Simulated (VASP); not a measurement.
# C (Fd-3m) in VASP: further runs, part 2 of 2

VASP 6.6.1.

### Step 3. Single point, r2SCAN

This run uses another cell than the first one, of 5.47 Å³/atom.

Contents of POSCAR:

```
C
1.0
    1.7615716749      1.7615716749      0.0000000000
   -1.7615716749      1.7615716749      0.0000000000
    0.0000000000      1.7615716749      1.7615716749
C
2
Direct
    0.5000000000      0.5000000000      0.0000000000
    0.7500000000      0.2500000000      0.5000000000
```

Contents of INCAR.step1:

```
SYSTEM = C
PREC = Accurate
ENCUT = 520
ISMEAR = 0
SIGMA = 0.01
LREAL = .FALSE.
LASPH = .TRUE.
NELM = 100
NBANDS = 11
GGA = PE
ALGO = Normal
EDIFF = 1E-4
LWAVE = .TRUE.
LCHARG = .FALSE.
```

Contents of INCAR.step2:

```
SYSTEM = C
PREC = Accurate
ENCUT = 520
EDIFF = 1E-6
ISMEAR = 0
SIGMA = 0.01
LREAL = .FALSE.
LASPH = .TRUE.
NELM = 100
ALGO = Normal
ISIF = 2
LWAVE = .FALSE.
LCHARG = .FALSE.
METAGGA = R2SCAN
LMIXTAU = .TRUE.
NBANDS = 11
ISTART = 1
```

Contents of KPOINTS:

```
Automatic mesh
0
G
  12 12 12
  0 0 0
```

Potentials or basis: VASP PAW PBE potentials, release 64 (C).

Command:

```
> cat potpaw_PBE.64/C/POTCAR > POTCAR
> cp INCAR.step1 INCAR
> mpirun -np 1 vasp_std > vasp.out
> cp INCAR.step2 INCAR
> mpirun -np 1 vasp_std > vasp.out
```

OUTCAR:

```text
SYSTEM = C
   PREC = Accurate
   ENCUT = 520
   EDIFF = 1E-6
   ISMEAR = 0
   LREAL = .FALSE.
   LASPH = .TRUE.
   NELM = 100
   ISIF = 2
   METAGGA = R2SCAN
   ISTART = 1

 ion  position               nearest neighbor table
   1  0.500  0.500  0.000-   2 1.53   2 1.53   2 1.53   2 1.53
   2  0.750  0.250  0.500-   1 1.53   1 1.53   1 1.53   1 1.53

  LATTYP: Found a face centered cubic cell.
 ALAT       =     3.5231433498

  Lattice vectors:

 A1 = (   0.0000000000,   1.7615716749,   1.7615716749)
 A2 = (   1.7615716749,   0.0000000000,   1.7615716749)
 A3 = (   1.7615716749,   1.7615716749,   0.0000000000)

Analysis of symmetry for initial positions (statically):
=====================================================================
 Subroutine PRICEL returns:
 Original cell was already a primitive cell.

 Routine SETGRP: Setting up the symmetry group for a
 face centered cubic supercell.

 Subroutine GETGRP returns: Found 48 space group operations
 (whereof 24 operations were pure point group operations)
 out of a pool of 48 trial point group operations.

The static configuration has the point symmetry T_d .
 The point group associated with its full space group is O_h .

Analysis of symmetry for dynamics (positions and initial velocities):
=====================================================================
 Subroutine PRICEL returns:
 Original cell was already a primitive cell.

 Routine SETGRP: Setting up the symmetry group for a
 face centered cubic supercell.

 Subroutine GETGRP returns: Found 48 space group operations
 (whereof 24 operations were pure point group operations)
 out of a pool of 48 trial point group operations.

The dynamic configuration has the point symmetry T_d .
 The point group associated with its full space group is O_h .

 Subroutine INISYM returns: Found 48 space group operations
 (whereof 24 operations are pure point group operations),
 and found     1 'primitive' translations

----------------------------------------------------------------------------------------

                                     Primitive cell

  volume of cell :      10.9328

  direct lattice vectors                    reciprocal lattice vectors
     1.761571675  1.761571675  0.000000000     0.283837443  0.283837443 -0.283837443
    -1.761571675  1.761571675  0.000000000    -0.283837443  0.283837443 -0.283837443
     0.000000000  1.761571675  1.761571675     0.000000000  0.000000000  0.567674886

  length of vectors
     2.491238554  2.491238554  2.491238554     0.491620872  0.491620872  0.567674886

  position of ions in fractional coordinates (direct lattice)
     0.500000000  0.500000000  0.000000000
     0.750000000  0.250000000  0.500000000

  ion indices of the primitive-cell ions
   primitive index   ion index
                 1           1
                 2           2

----------------------------------------------------------------------------------------

 KPOINTS: Automatic mesh

Automatic generation of k-mesh.
 Grid dimensions read from file:
 generate k-points for:   12   12   12
[... 24 lines left out ...]
  0.250000  0.000000  0.000000      8.000000
  0.333333  0.000000  0.000000      8.000000
  0.416667  0.000000  0.000000      8.000000
[... 16 lines left out ...]
  0.500000  0.166667  0.000000     24.000000
 -0.416667  0.166667  0.000000     24.000000
 [... further k-points ...]
   k-points           NKPTS =     72   k-points in BZ     NKDIM =     72   number of bands    NBANDS=     11
   number of dos      NEDOS =    301   number of ions     NIONS =      2
   total plane-waves  NPLWV =   8000
   dimension x,y,z NGX =    20 NGY =   20 NGZ =   20
   dimension x,y,z NGXF=    40 NGYF=   40 NGZF=   40
   ions per type =               2
   NGX,Y,Z   is equivalent  to a cutoff of  13.35, 13.35, 13.35 a.u.
   NGXF,Y,Z  is equivalent  to a cutoff of  26.69, 26.69, 26.69 a.u.
 SYSTEM =  C
   PREC   = accura    normal or accurate (medium, high low for compatibility)
   ISTART =      1    job   : 0-new  1-cont  2-samecut
   ICHARG =      0    charge: 1-file 2-atom 10-const
   ISPIN  =      1    spin polarized calculation?
   LNONCOLLINEAR =      F non collinear calculations
   LSORBIT =      F    spin-orbit coupling
   LASPH  =      T    aspherical Exc in radial PAW
   ENCUT  =  520.0 eV  38.22 Ry    6.18 a.u.   4.63  4.63  4.63*2*pi/ulx,y,z
   NELM   =    100;   NELMIN=  2; NELMDL=  0     # of ELM steps
   EDIFF  = 0.1E-05   stopping-criterion for ELM
   LREAL  =      F    real-space projection
   EDIFFG = 0.1E-04   stopping-criterion for IOM
   NSW    =      0    number of steps for IOM
   IBRION =     -1    ionic relax: 0-MD 1-quasi-New 2-CG
   NFREE  =      0    steps in history (QN), initial steepest desc. (CG)
   ISIF   =      2    stress and relaxation
   ISYM   =      2    0-nonsym 1-usesym 2-fastsym
   POTIM  = 0.5000    time-step for ionic-motion
   TEBEG  =    0.0;   TEEND  =   0.0 temperature during run
   PSTRESS=    0.0 pullay stress
   NELECT =       8.0000    total number of electrons
   NUPDOWN=      -1.0000    fix difference up-down
   EMIN   =  10.00;   EMAX   =-10.00  energy-range for DOS
   EFERMI =   0.00;   METHOD = LEGACY
   ISMEAR =     0;   SIGMA  =   0.01  broadening in eV -4-tet -1-fermi 0-gaus
   EFERMI_NEDOS =   21; number of points for ismear=-14 and -15
   IALGO  =     38    algorithm
   IMIX   =      4    mixing-type and parameters
     AMIX     =   0.40;   BMIX     =  1.00
     AMIX_MAG =   1.60;   BMIX_MAG =  1.00
  volume/ion in A,a.u.               =       5.47        36.89
  Fermi-wavevector in a.u.,A,eV,Ry     =   1.475235  2.787790 29.610604  2.176318
  Thomas-Fermi vector in A             =   2.589909
   LORBIT       =      0    0 simple, 1 ext, 2 COOP (PROOUT), +10 PAW based schemes
   METAGGA = R2SCAN    functional components
   LHFCALC =     F    Hartree Fock is set to
   AEXX    =    0.0000 exact exchange contribution
   IVDW    =     0    specifies the selected vdW correction
   LEPSILON=     F    determine dielectric tensor
   LRPA    =     F    only Hartree local field effects (RPA)
 non-spin polarized calculation
 Gauss-broadening in eV      SIGMA  =   0.01
  energy-cutoff  :      520.00
  volume of cell :       10.93
 maximum number of plane-waves:       304
   NGX =  9   NGY =  9   NGZ =  9

 number of electron       7.9999999 magnetization

 Free energy of the ion-electron system (eV)
  ---------------------------------------------------
  ext. energy  EPLUGINS =         0.00000000
  ---------------------------------------------------
  free energy    TOTEN  =       -19.63792794 eV

  energy without entropy =      -19.63792794  energy(sigma->0) =      -19.63792794

 E-fermi :  10.4010     XC(G=0): -14.4616

 val. band max:       10.2563806503   @ k =   0.0000   0.0000   0.0000
 cond. band min:      14.6864162489   @ k =  -0.3333   0.3333   0.0000
 fundamental gap:      4.4300355985
 Fermi energy:        10.4009985142

 k-point     1 :       0.0000    0.0000    0.0000
  band No.  band energies     occupation
      1     -12.9562      2.00000
      2      10.2564      2.00000
      3      10.2564      2.00000
      4      10.2564      2.00000
      5      16.1941      0.00000
      6      16.1941      0.00000
      7      16.1941      0.00000
      8      24.9705      0.00000
      9      31.1665      0.00000
     10      38.0583      0.00000
     11      38.0583      0.00000
[... 309 lines left out ...]
 k-point    24 :      -0.4167    0.1667    0.0000
  band No.  band energies     occupation
      1      -8.4870      2.00000
      2      -0.3675      2.00000
      3       5.5863      2.00000
      4       5.8037      2.00000
      5      17.3979      0.00000
      6      22.1336      0.00000
      7      22.3639      0.00000
      8      23.9614      0.00000
      9      33.0777      0.00000
     10      34.6495      0.00000
     11      39.4409      0.00000

 [... further k-points ...]

------------------------ aborting loop because EDIFF is reached ----------------------------------------

  FORCE on cell =-STRESS in cart. coord.  units (eV):
  Direction    XX          YY          ZZ          XY          YZ          ZX
  --------------------------------------------------------------------------------------
  -------------------------------------------------------------------------------------
  Total        1.1104241      1.1104241      1.1104241     -0.0000000     -0.0000000      0.0000000
  in kB      162.7303388    162.7303388    162.7303388     -0.0000000     -0.0000000      0.0000000
  external PRESSURE =     162.7303388 kB  Pullay stress =       0.0000000 kB

 VOLUME and BASIS-vectors are now :
 -----------------------------------------------------------------------------
  energy-cutoff  :      520.00
  volume of cell :       10.93
      direct lattice vectors                 reciprocal lattice vectors
     1.761571675  1.761571675  0.000000000     0.283837443  0.283837443 -0.283837443
    -1.761571675  1.761571675  0.000000000    -0.283837443  0.283837443 -0.283837443
     0.000000000  1.761571675  1.761571675     0.000000000  0.000000000  0.567674886

 POSITION                                       TOTAL-FORCE (eV/Angst)
 -----------------------------------------------------------------------------------
      0.00000      1.76157      0.00000        -0.000000      0.000000      0.000000
      0.88079      2.64236      0.88079         0.000000     -0.000000      0.000000
 -----------------------------------------------------------------------------------
    total drift:                                0.000000     -0.000000      0.000000

  FREE ENERGIE OF THE ION-ELECTRON SYSTEM (eV)
  ---------------------------------------------------
  free  energy   TOTEN  =       -19.6379279441 eV

  energy  without entropy=      -19.6379279441  energy(sigma->0) =      -19.63792794
```

OUTCAR.step1:

```text
SYSTEM = C
   PREC = Accurate
   ENCUT = 520
   ISMEAR = 0
   LREAL = .FALSE.
[... 560 lines left out ...]
      0.00000      1.76157      0.00000        -0.000000     -0.000000      0.000000
      0.88079      2.64236      0.88079         0.000000      0.000000      0.000000
 -----------------------------------------------------------------------------------
    total drift:                                0.000000     -0.000000     -0.000000

  FREE ENERGIE OF THE ION-ELECTRON SYSTEM (eV)
  ---------------------------------------------------
  free  energy   TOTEN  =       -18.1565081165 eV

  energy  without entropy=      -18.1565081165  energy(sigma->0) =      -18.15650812
```

It took 31 s on 1 thread of Intel Xeon 8259CL, shared host; peak memory 0.12 GiB.

Results:

| Quantity | Value |
| --- | --- |
| Free energy | -19.6379 eV |
| Pressure | 16.3 GPa |
| Band gap on the k mesh | 4.43 eV (least direct gap 5.94 eV) |

Caveat: the cell stands under pressure; the PAW data sets were made with another functional, which shifts forces and pressure a little.

### Step 4. Single point, r2SCAN

This run uses another cell than the first one, of 5.47 Å³/atom.

POSCAR is that of step 3.

Contents of INCAR.step1:

```
PREC = Accurate
ENCUT = 520
ISMEAR = 0
SIGMA = 0.01
LREAL = False
LASPH = True
NELM = 80
NBANDS = 11
GGA = PE
ALGO = Normal
EDIFF = 1E-4
LWAVE = True
LCHARG = False
```

Contents of INCAR.step2:

```
PREC = Accurate
ENCUT = 520
EDIFF = 1E-7
ISMEAR = 0
SIGMA = 0.01
LREAL = False
LASPH = True
NELM = 80
ALGO = Normal
ISIF = 2
LWAVE = False
LCHARG = False
METAGGA = R2SCAN
LMIXTAU = True
NBANDS = 11
ISTART = 1
```

Contents of KPOINTS:

```
regular mesh
0
Gamma
  12 12 12
```

Command:

```
> cat potpaw_PBE.64/C/POTCAR > POTCAR
> cp INCAR.step1 INCAR
> mpirun -np 1 vasp_std > vasp.out
> cp INCAR.step2 INCAR
> mpirun -np 1 vasp_std > vasp.out
```

Wall time 41 s (1 thread of Intel Xeon 8259CL, shared host); peak memory 0.12 GiB.

Results (log left out):

| Property | Result |
| --- | --- |
| Free energy | -19.6379 eV |
| Pressure | 16.3 GPa |
| Band gap on the k mesh | 4.43 eV (least direct gap 5.94 eV) |

Levels at points of the mesh, in eV from the valence-band top:
| k point | band 1 | band 2 | band 3 | band 4 | band 5 | band 6 | band 7 | band 8 |
| --- | --- | --- | --- | --- | --- | --- | --- | --- |
| (0.00, 0.00, 0.00) | -23.21 | 0.00 | 0.00 | 0.00 | 5.94 | 5.94 | 5.94 | 14.71 |
| (0.50, 0.00, 0.00) | -17.05 | -14.47 | -3.08 | -3.08 | 9.03 | 9.03 | 9.65 | 17.06 |
| (0.50, 0.50, 0.00) | -13.86 | -13.86 | -6.89 | -6.89 | 5.08 | 5.08 | 18.47 | 18.47 |

Caveat: the cell stands under pressure; the PAW data sets were made with another functional, which shifts forces and pressure a little. r2SCAN opens gaps a little over a GGA but as a rule still falls short of measured ones.

### Step 5. Single point, r2SCAN

This run uses another cell than the first one, of 5.67 Å³/atom.

Contents of POSCAR:

```
C
1.0
    1.7827980172      1.7827980172      0.0000000000
   -1.7827980172      1.7827980172      0.0000000000
    0.0000000000      1.7827980172      1.7827980172
C
2
Direct
    0.5000000000      0.5000000000      0.0000000000
    0.7500000000      0.2500000000      0.5000000000
```

Contents of INCAR.step1:

```
SYSTEM = C
ALGO     = Normal         ! electronic algorithm
EDIFF    = 1E-4           ! SCF threshold, eV
ENCUT    = 520            ! plane-wave cutoff, eV
GGA      = PE             ! functional
ISMEAR   = 0              ! smearing method
LASPH    = .TRUE.         ! aspherical terms in the spheres
LCHARG   = .FALSE.        ! write CHGCAR
LREAL    = .FALSE.        ! projectors in reciprocal space
LWAVE    = .TRUE.         ! write WAVECAR
NBANDS   = 11             ! bands
NELM     = 80             ! most SCF steps
PREC     = Accurate       ! precision mode
SIGMA    = 0.01           ! smearing width, eV
```

Contents of INCAR.step2:

```
SYSTEM = C
ALGO     = Normal         ! electronic algorithm
EDIFF    = 1E-6           ! SCF threshold, eV
ENCUT    = 520            ! plane-wave cutoff, eV
ISIF     = 2              ! what is computed and relaxed
ISMEAR   = 0              ! smearing method
ISTART   = 1            
LASPH    = .TRUE.         ! aspherical terms in the spheres
LCHARG   = .FALSE.        ! write CHGCAR
LMIXTAU  = .TRUE.       
LREAL    = .FALSE.        ! projectors in reciprocal space
LWAVE    = .FALSE.        ! write WAVECAR
METAGGA  = R2SCAN         ! meta-GGA
NBANDS   = 11             ! bands
NELM     = 80             ! most SCF steps
PREC     = Accurate       ! precision mode
SIGMA    = 0.01           ! smearing width, eV
```

Contents of KPOINTS:

```
k-points
0
G
  12 12 12
  0 0 0
```

Command:

```
> cat potpaw_PBE.64/C/POTCAR > POTCAR
> cp INCAR.step1 INCAR
> mpirun -np 1 vasp_std > vasp.out
> cp INCAR.step2 INCAR
> mpirun -np 1 vasp_std > vasp.out
```

It took 58 s on 1 thread of Intel Xeon 8259CL, shared host; peak memory 0.12 GiB.

Results (log left out):

| Quantity | Value |
| --- | --- |
| Free energy | -19.6573 eV |
| Pressure | -0.9 GPa |
| Band gap on the k mesh | 4.34 eV (least direct gap 5.84 eV) |

Levels at points of the mesh, in eV from the valence-band top:
```csv
k point,band 1,band 2,band 3,band 4,band 5,band 6,band 7,band 8,band 9
"(0.00, 0.00, 0.00)",-22.71,0.00,0.00,0.00,5.84,5.84,5.84,13.84,20.41
"(0.50, 0.00, 0.00)",-16.76,-14.05,-2.98,-2.98,8.88,8.88,9.14,16.71,23.23
"(0.50, 0.50, 0.00)",-13.59,-13.59,-6.66,-6.66,5.00,5.00,17.89,17.89,24.64
```

Caveat: the PAW data sets were made with another functional, which shifts forces and pressure a little.

### Step 6. The runs side by side

| cell | gap on the mesh (eV) | pressure (GPa) |
| --- | --- | --- |
| a = 2.500 Å, angles 60.0, 60.0, 90.0°, 2 atoms | 4.41 | 11.2 |
| a = 2.491 Å, angles 60.0, 60.0, 90.0°, 2 atoms | 4.43 | 16.3 |
| a = 2.521 Å, angles 60.0, 60.0, 90.0°, 2 atoms | 4.34 | -0.9 |

Alike in all rows: task single point; level r2SCAN; potentials or basis VASP PAW PBE potentials, release 64 (C); no spin polarisation; k mesh 12 × 12 × 12; cutoff (eV) 520; smearing gaussian 0.01 eV.

Caveats: the PAW data sets were made with another functional, which shifts forces and pressure a little; the cell stands under pressure (at least some runs).

Total energies depend on the potentials used, so only differences within one code and one set of settings carry meaning.
